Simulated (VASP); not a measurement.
A run of VASP 6.6.1 is set up as follows.

Contents of INCAR:

```
SYSTEM = ZnS
PREC = Accurate
ENCUT = 520
EDIFF = 1E-6
ISMEAR = 0
SIGMA = 0.05
LREAL = .False.
LASPH = .True.
NELM = 60
ALGO = Normal
ISIF = 2
LWAVE = .False.
LCHARG = .True.
GGA = PE
LELF = .True.
LVHAR = .True.
NBANDS = 16
```

File KPOINTS:

```
regular mesh
0
Gamma
  10 10 10
  0 0 0
```

The input POSCAR:

```
ZnS
1.0
    0.0000000000      2.6640802500      2.7857895000
    2.6640802500      0.0000000000      2.7857895000
    2.6640802500      2.6640802500      0.0000000000
Zn S
1 1
Direct
    0.0000000000      0.0000000000      0.0000000000
    0.7500000000      0.7500000000      0.7500000000
```

Potentials or basis: VASP PAW PBE potentials, release 64 (Zn, S).

Run with:

```sh
$ cat potpaw_PBE.64/Zn/POTCAR potpaw_PBE.64/S/POTCAR > POTCAR
$ mpirun -np 1 vasp_std > vasp.out
```

Problem. Predict the pressure.

Solution. 1.5 GPa.

Problem. Estimate the band gap on the k mesh.

Solution. 2.04 eV, direct.

Stress tensor (GPa, compression positive):
```
2.19 0.00 0.00
0.00 2.19 0.00
0.00 0.00 0.24
```

Caveat: the cell differs from its parent crystal (strain -0.015 along x and y, +0.030 along z).
